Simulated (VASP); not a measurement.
# TiSn3O8 in VASP: notebook

Runs on TiSn3O8. Level: PBE. Tasks: single point.

Program: VASP 6.6.1. These are calculated values, not measurements. Logs are shortened: lines on timing, memory, paths and dates and some standing lists are left out, and cuts for length are marked.

## Step 1: The cell of the first run

The structure is orthorhombic, space group Cmmm (No. 65). The conventional cell has a = 6.751 Å, b = 6.762 Å, c = 6.361 Å, α = 90.00°, β = 90.00°, γ = 90.00°. Within 2.6 Å of Ti (site symmetry mmm) lie 6 O at 1.99 to 2.00 Å. Within 2.7 Å of Sn (site symmetry mmm) lie 6 O at 2.07 to 2.10 Å. Sn (site symmetry mm2) has 6 O at 2.08 to 2.10 Å within 2.8 Å. O (site symmetry 2mm) has 1 Ti at 2.00 Å and 2 Sn at 2.08 Å and 9 O at 2.74 to 2.93 Å within 3.0 Å. O (site symmetry 2mm) has 3 Sn at 2.07 to 2.08 Å and 1 O at 2.62 Å within 2.7 Å. O (site symmetry m) has 1 Ti at 1.99 Å and 2 Sn at 2.10 Å and 1 O at 2.56 Å within 2.6 Å.

## Step 2: Single point, PBE

INCAR reads:

```
SYSTEM = TiSn3O8
ALGO = Normal
EDIFF = 1E-6
ENCUT = 520
GGA = PE
ISIF = 2
ISMEAR = 0
LASPH = .True.
LCHARG = .False.
LREAL = .False.
LWAVE = .False.
NBANDS = 63
NELM = 60
PREC = Accurate
SIGMA = 0.1
```

KPOINTS reads:

```
k-points
0
Gamma
  4 4 2
  0 0 0
```

POSCAR reads:

```
TiSn3O8
1.0
    3.3756221682     -3.3811154644      0.0000000000
    3.3756221682      3.3811154644      0.0000000000
    0.0000000000      0.0000000000      6.3608320329
Ti Sn O
1 3 8
Direct
    1.0000000000      1.0000000000      0.0000000000
    0.0000000000      1.0000000000      0.5000000000
    0.5000000000      0.5000000000      0.2453262566
    0.5000000000      0.5000000000      0.7546737434
    0.7030294153      0.7030294153      0.0000000000
    0.6937742259      0.6937742259      0.5000000000
    0.8103870354      0.1896129646      0.2383581580
    0.8103870354      0.1896129646      0.7616418420
    0.2969705847      0.2969705847      0.0000000000
    0.3062257741      0.3062257741      0.5000000000
    0.1896129646      0.8103870354      0.2383581580
    0.1896129646      0.8103870354      0.7616418420
```

Potentials or basis: VASP PAW PBE potentials, release 64 (Ti_sv, Sn_d, O).

Run with:

```console
> cat potpaw_PBE.64/Ti_sv/POTCAR potpaw_PBE.64/Sn_d/POTCAR potpaw_PBE.64/O/POTCAR > POTCAR
> mpirun -np 1 vasp_std > vasp.out
```

OUTCAR:

```text
SYSTEM = TiSn3O8
   EDIFF = 1E-6
   ENCUT = 520
   GGA = PE
   ISIF = 2
   ISMEAR = 0
   LASPH = .True.
   LREAL = .False.
   NELM = 60
   PREC = Accurate

 ion  position               nearest neighbor table
   1  0.000  0.000  0.000-   7 1.99   8 1.99  11 1.99  12 1.99   5 2.00   9 2.00   2 3.18   2 3.18

   2  0.000  0.000  0.500-   6 2.07  10 2.07   8 2.10   7 2.10  11 2.10  12 2.10   1 3.18   1 3.18
                             4 3.74   3 3.74   3 3.74   4 3.74   3 3.75   4 3.75   3 3.75   4 3.75
   3  0.500  0.500  0.245-   5 2.08   9 2.08   6 2.08  10 2.08   7 2.10  11 2.10   4 3.12   4 3.24
                             2 3.74   2 3.74   2 3.75   2 3.75
   4  0.500  0.500  0.755-   5 2.08   9 2.08   6 2.08  10 2.08   8 2.10  12 2.10   3 3.12   3 3.24
                             2 3.74   2 3.74   2 3.75   2 3.75
   5  0.703  0.703  0.000-   1 2.00   3 2.08   4 2.08
   6  0.694  0.694  0.500-   2 2.07   3 2.08   4 2.08
   7  0.810  0.190  0.238-   1 1.99   3 2.10   2 2.10
   8  0.810  0.190  0.762-   1 1.99   4 2.10   2 2.10
   9  0.297  0.297  0.000-   1 2.00   3 2.08   4 2.08
  10  0.306  0.306  0.500-   2 2.07   3 2.08   4 2.08
  11  0.190  0.810  0.238-   1 1.99   3 2.10   2 2.10
  12  0.190  0.810  0.762-   1 1.99   4 2.10   2 2.10

  LATTYP: Found a base centered orthorhombic cell.
 ALAT       =     6.7512443364
 B/A-ratio  =     1.0016273433
 C/A-ratio  =     0.9421718006

  Lattice vectors:

 A1 = (   3.3756221682,  -3.3811154644,   0.0000000000)
 A2 = (   3.3756221682,   3.3811154644,   0.0000000000)
 A3 = (   0.0000000000,   0.0000000000,   6.3608320329)

Analysis of symmetry for initial positions (statically):
=====================================================================
 Subroutine PRICEL returns:
 Original cell was already a primitive cell.

 Routine SETGRP: Setting up the symmetry group for a
 base centered orthorhombic supercell.

 Subroutine GETGRP returns: Found  8 space group operations
 (whereof  8 operations were pure point group operations)
 out of a pool of  8 trial point group operations.

The static configuration has the point symmetry D_2h.

Analysis of symmetry for dynamics (positions and initial velocities):
=====================================================================
 Subroutine PRICEL returns:
 Original cell was already a primitive cell.

 Routine SETGRP: Setting up the symmetry group for a
 base centered orthorhombic supercell.

 Subroutine GETGRP returns: Found  8 space group operations
 (whereof  8 operations were pure point group operations)
 out of a pool of  8 trial point group operations.

The dynamic configuration has the point symmetry D_2h.

 Subroutine INISYM returns: Found  8 space group operations
[... 121 lines left out ...]
   ISMEAR =     0;   SIGMA  =   0.10  broadening in eV -4-tet -1-fermi 0-gaus
   EFERMI_NEDOS =   21; number of points for ismear=-14 and -15
   IALGO  =     38    algorithm
   IMIX   =      4    mixing-type and parameters
     AMIX     =   0.40;   BMIX     =  1.00
     AMIX_MAG =   1.60;   BMIX_MAG =  1.00
  volume/ion in A,a.u.               =      12.10        81.65
  Fermi-wavevector in a.u.,A,eV,Ry     =   1.455310  2.750138 28.816165  2.117928
  Thomas-Fermi vector in A             =   2.572360
   LORBIT       =      0    0 simple, 1 ext, 2 COOP (PROOUT), +10 PAW based schemes
   GGA     = PE    functional components
   LHFCALC =     F    Hartree Fock is set to
   AEXX    =    0.0000 exact exchange contribution
   IVDW    =     0    specifies the selected vdW correction
   LEPSILON=     F    determine dielectric tensor
   LRPA    =     F    only Hartree local field effects (RPA)
 non-spin polarized calculation
 Gauss-broadening in eV      SIGMA  =   0.10
  energy-cutoff  :      520.00
  volume of cell :      145.20
 maximum number of plane-waves:      3976
   NGX = 17   NGY = 17   NGZ = 23

 number of electron     102.0000006 magnetization

 Free energy of the ion-electron system (eV)
  ---------------------------------------------------
  ext. energy  EPLUGINS =         0.00000000
  ---------------------------------------------------
  free energy    TOTEN  =       -82.52475909 eV

  energy without entropy =      -82.52475909  energy(sigma->0) =      -82.52475909

 E-fermi :   5.9923     XC(G=0): -11.0456

 val. band max:        5.3946485376   @ k =   0.0000   0.0000   0.0000
 cond. band min:       7.1276681323   @ k =   0.5000   0.5000   0.0000
 fundamental gap:      1.7330195947
 Fermi energy:         5.9923280310

 k-point     1 :       0.0000    0.0000    0.0000
  band No.  band energies     occupation
      1     -51.6233      2.00000
      2     -27.9031      2.00000
      3     -27.8535      2.00000
      4     -27.7505      2.00000
      5     -15.6575      2.00000
      6     -15.5679      2.00000
[... 913 lines left out ...]
     62      14.3570      0.00000
     63      14.5663      0.00000

------------------------ aborting loop because EDIFF is reached ----------------------------------------

  FORCE on cell =-STRESS in cart. coord.  units (eV):
  Direction    XX          YY          ZZ          XY          YZ          ZX
  --------------------------------------------------------------------------------------
  -------------------------------------------------------------------------------------
  Total        0.3969383      0.4039064      0.8167633     -0.0000000      0.0000000      0.0000000
  in kB        4.3800172      4.4569070      9.0125782     -0.0000000      0.0000000      0.0000000
  external PRESSURE =       5.9498341 kB  Pullay stress =       0.0000000 kB

 VOLUME and BASIS-vectors are now :
 -----------------------------------------------------------------------------
  energy-cutoff  :      520.00
  volume of cell :      145.20
      direct lattice vectors                 reciprocal lattice vectors
     3.375622168 -3.381115464  0.000000000     0.148120843 -0.147880191  0.000000000
     3.375622168  3.381115464  0.000000000     0.148120843  0.147880191  0.000000000
     0.000000000  0.000000000  6.360832033     0.000000000  0.000000000  0.157212137

 POSITION                                       TOTAL-FORCE (eV/Angst)
 -----------------------------------------------------------------------------------
      0.00000      0.00000      0.00000         0.000000     -0.000000     -0.000000
      0.00000      0.00000      3.18042         0.000000     -0.000000     -0.000000
      3.37562      0.00000      1.56048         0.000000     -0.000000     -0.011647
      3.37562      0.00000      4.80035         0.000000     -0.000000      0.011647
      4.74632      0.00000      0.00000         0.037157     -0.000000     -0.000000
      4.68384      0.00000      3.18042         0.014812     -0.000000     -0.000000
      3.37562     -2.09891      1.51616         0.000000      0.020670      0.005933
      3.37562     -2.09891      4.84468         0.000000      0.020670     -0.005933
      2.00492      0.00000      0.00000        -0.037157     -0.000000     -0.000000
      2.06741      0.00000      3.18042        -0.014812     -0.000000     -0.000000
      3.37562      2.09891      1.51616         0.000000     -0.020670      0.005933
      3.37562      2.09891      4.84468         0.000000     -0.020670     -0.005933
 -----------------------------------------------------------------------------------
    total drift:                                0.000000      0.000000     -0.000000

  FREE ENERGIE OF THE ION-ELECTRON SYSTEM (eV)
  ---------------------------------------------------
  free  energy   TOTEN  =       -82.5247590920 eV

  energy  without entropy=      -82.5247590920  energy(sigma->0) =      -82.52475909
```

stdout:

```text
POSCAR found type information on POSCAR TiSnO
 POSCAR found :  3 types and      12 ions
 scaLAPACK will be used
 LDA part: xc-table for (Slater+PW92), standard interpolation
 POSCAR, INCAR and KPOINTS ok, starting setup
 FFT: planning ... GRIDC
 FFT: planning ... GRID_SOFT
 FFT: planning ... GRID
 WAVECAR not read
 entering main loop
```

Run time: 64 s. Hardware: 1 thread of Intel Xeon 6975P-C (Granite Rapids), shared host; peak memory 0.29 GiB.

Results:

```yaml
Free_energy: -82.5248 eV
Pressure: 0.6 GPa
Largest_force: 0.037 eV/Å
Band_gap_on_the_k_mesh: 1.73 eV (least direct gap 1.84 eV)
```

Forces on the atoms (eV/Å):
```
Ti   0.000  0.000  0.000
Sn   0.000  0.000  0.000
Sn   0.000  0.000 -0.012
Sn   0.000  0.000  0.012
O    0.037  0.000  0.000
O    0.015  0.000  0.000
O    0.000  0.021  0.006
O    0.000  0.021 -0.006
O   -0.037  0.000  0.000
O   -0.015  0.000  0.000
O    0.000 -0.021  0.006
O    0.000 -0.021 -0.006
```

Caveat: the k points lie up to 0.49 Å⁻¹ apart; spin-orbit coupling is left out, which moves the levels of the heavy elements.

## Step 3: Single point, PBE

INCAR reads:

```
SYSTEM = TiSn3O8
  PREC = Accurate
  ENCUT = 520
  EDIFF = 1E-6
  ISMEAR = 0
  SIGMA = 0.1
  LREAL = .False.
  LASPH = .True.
  NELM = 60
  ALGO = Normal
  ISIF = 2
  LWAVE = .False.
  LCHARG = .True.
  GGA = PE
  LELF = .True.
  LVHAR = .True.
  NBANDS = 63
```

KPOINTS reads:

```
regular mesh
0
Gamma
  4 4 2
  0 0 0
```

POSCAR reads:

```
TiSn3O8
1.0
    3.3783657892     -3.3834906780      0.0034503847
    3.3675410530      3.3726922896     -0.0022631164
    0.0011758601     -0.0053136076      6.3678116548
Ti Sn O
1 3 8
Direct
    0.9999889177      0.9999735149     -0.0000035874
   -0.0000090655      1.0000066128      0.4999982959
    0.4999991271      0.4999940254      0.2453139183
    0.4999878495      0.4999936945      0.7546880516
    0.7026243237      0.7035951907     -0.0000243761
    0.6932587179      0.6942848245      0.4999790432
    0.8108468489      0.1901263378      0.2385638014
    0.8109008990      0.1901465645      0.7616881419
    0.2973904316      0.2964181557      0.0000247039
    0.3067441179      0.3057119768      0.5000208138
    0.1891069579      0.8098629738      0.2383123681
    0.1891608743      0.8098861284      0.7614388255
```

Potentials or basis: VASP PAW PBE potentials, release 64 (Ti_sv, Sn_d, O).

Run with:

```console
> cat potpaw_PBE.64/Ti_sv/POTCAR potpaw_PBE.64/Sn_d/POTCAR potpaw_PBE.64/O/POTCAR > POTCAR
> mpirun -np 1 vasp_std > vasp.out
```

Wall time 1.8 min (1 thread of Intel Xeon 6975P-C (Granite Rapids), shared host); peak memory 0.31 GiB.

Results (log left out):

```yaml
Free_energy: -82.5243 eV
Pressure: 0.6 GPa
Largest_force: 0.030 eV/Å
Band_gap_on_the_k_mesh: 1.73 eV (least direct gap 1.85 eV)
```

Forces on the atoms (eV/Å):
```
Ti   0.001  0.000  0.000
Sn   0.000  0.000  0.000
Sn   0.000  0.000 -0.009
Sn   0.001  0.000  0.009
O    0.029  0.000 -0.001
O    0.009  0.000  0.000
O    0.000  0.016  0.000
O    0.000  0.017  0.001
O   -0.030  0.000  0.001
O   -0.009  0.000  0.001
O    0.000 -0.017 -0.001
O    0.000 -0.016 -0.001
```

Stress tensor (GPa, compression positive):
```
 0.59  0.12 -0.04
 0.12  0.62  0.15
-0.04  0.15  0.68
```

Levels at points of the mesh, in eV from the valence-band top:
```csv
k point,band 48,band 49,band 50,band 51,band 52,band 53,band 54,band 55
"(0.00, 0.00, 0.00)",-1.22,-0.69,-0.66,0.00,1.85,2.15,3.06,3.19
"(0.50, 0.00, 0.00)",-1.02,-0.77,-0.62,-0.58,2.25,2.86,2.89,4.20
"(0.00, 0.50, 0.00)",-1.00,-0.77,-0.62,-0.59,2.25,2.86,2.89,4.20
"(0.50, 0.50, 0.00)",-0.95,-0.84,-0.78,-0.77,1.73,2.89,3.10,3.18
"(0.00, 0.00, 0.50)",-0.66,-0.64,-0.63,-0.35,2.39,3.04,3.14,3.43
"(0.50, 0.00, 0.50)",-1.10,-0.81,-0.70,-0.69,2.58,2.66,2.95,4.22
"(0.00, 0.50, 0.50)",-1.09,-0.80,-0.69,-0.68,2.58,2.67,2.95,4.21
"(0.50, 0.50, 0.50)",-0.82,-0.80,-0.76,-0.74,2.59,2.70,3.11,3.56
```

Caveat: the k points lie up to 0.49 Å⁻¹ apart; spin-orbit coupling is left out, which moves the levels of the heavy elements. A k mesh can miss the band edges.

## Step 4: Single point, PBE

INCAR reads:

```
SYSTEM = TiSn3O8
ALGO = Normal
EDIFF = 1E-6
ENCUT = 520
GGA = PE
ISIF = 2
ISMEAR = 0
LASPH = .True.
LCHARG = .False.
LREAL = .False.
LWAVE = .False.
NBANDS = 63
NELM = 100
PREC = Accurate
SIGMA = 0.02
```

KPOINTS reads:

```
k-points
0
Gamma
  6 6 4
  0 0 0
```

POSCAR reads:

```
TiSn3O8
1.0
    3.3756221682     -3.3811154644      0.0000000000
    3.3756221682      3.3811154644      0.0000000000
    0.0000000000      0.0000000000      6.3608320329
Ti Sn O
1 3 8
Direct
    0.0000000000      0.0000000000      0.0000000000
    0.0000000000      0.0000000000      0.5000000000
    0.5000000000      0.5000000000      0.2453262566
    0.5000000000      0.5000000000      0.7546737434
    0.7030294153      0.7030294153      0.0000000000
    0.6937742259      0.6937742259      0.5000000000
    0.8103870354      0.1896129646      0.2383581580
    0.8103870354      0.1896129646      0.7616418420
    0.2969705847      0.2969705847      0.0000000000
    0.3062257741      0.3062257741      0.5000000000
    0.1896129646      0.8103870354      0.2383581580
    0.1896129646      0.8103870354      0.7616418420
```

Run with:

```console
> cat potpaw_PBE.64/Ti_sv/POTCAR potpaw_PBE.64/Sn_d/POTCAR potpaw_PBE.64/O/POTCAR > POTCAR
> mpirun -np 1 vasp_std > vasp.out
```

Wall time 3.2 min (1 thread of Intel Xeon 6975P-C (Granite Rapids), shared host); peak memory 0.41 GiB.

Results (log left out):

| Quantity | Value |
| --- | --- |
| Free energy | -82.5387 eV |
| Pressure | 0.6 GPa |
| Largest force | 0.036 eV/Å |
| Band gap on the k mesh | 1.73 eV (least direct gap 1.85 eV) |

Forces in eV/Å, atoms in the order of the input:
```
Ti   0.000  0.000  0.000
Sn   0.000  0.000  0.000
Sn   0.000  0.000 -0.004
Sn   0.000  0.000  0.004
O    0.036  0.000  0.000
O    0.011  0.000  0.000
O    0.000  0.017  0.002
O    0.000  0.017 -0.002
O   -0.036  0.000  0.000
O   -0.011  0.000  0.000
O    0.000 -0.017  0.002
O    0.000 -0.017 -0.002
```

Stress tensor (GPa, compression positive):
```
0.50 0.00 0.00
0.00 0.52 0.00
0.00 0.00 0.80
```

Levels at points of the mesh, in eV from the valence-band top:
```
           k point  band 49  band 50  band 51  band 52  band 53  band 54
(0.00, 0.00, 0.00)    -0.69    -0.66     0.00     1.85     2.16     3.06
(0.50, 0.00, 0.00)    -0.77    -0.63    -0.59     2.25     2.86     2.89
(0.50, 0.50, 0.00)    -0.84    -0.78    -0.77     1.73     2.89     3.10
(0.00, 0.00, 0.50)    -0.64    -0.63    -0.35     2.40     3.04     3.14
(0.50, 0.00, 0.50)    -0.80    -0.70    -0.69     2.59     2.67     2.95
(0.50, 0.50, 0.50)    -0.81    -0.76    -0.74     2.59     2.70     3.11
```

Caveat: spin-orbit coupling is left out, which moves the levels of the heavy elements.

## Step 5: Summary

| cell | k mesh | smearing | gap on the mesh (eV) | pressure (GPa) | largest force (eV/Å) |
| --- | --- | --- | --- | --- | --- |
| a = 4.778, b = 4.778, c = 6.361 Å, angles 90.0, 90.0, 90.1°, 12 atoms, atomic positions A | 4 × 4 × 2 | gaussian 0.1 eV | 1.73 | 0.6 | 0.04 |
| a = 4.781, b = 4.766, c = 6.368 Å, angles 90.1, 89.9, 90.1°, 12 atoms, atomic positions B | 4 × 4 × 2 | gaussian 0.1 eV | 1.73 | 0.6 | 0.03 |
| a = 4.778, b = 4.778, c = 6.361 Å, angles 90.0, 90.0, 90.1°, 12 atoms, atomic positions A | 6 × 6 × 4 | gaussian 0.02 eV | 1.73 | 0.6 | 0.04 |

Alike in all rows: task single point; level PBE; potentials or basis VASP PAW PBE potentials, release 64 (Ti_sv, Sn_d, O); no spin polarisation; cutoff (eV) 520.

Caveats: some runs use coarse meshes; spin-orbit coupling is left out, which moves the levels of the heavy elements.

Total energies depend on the potentials used, so only differences within one code and one set of settings carry meaning.
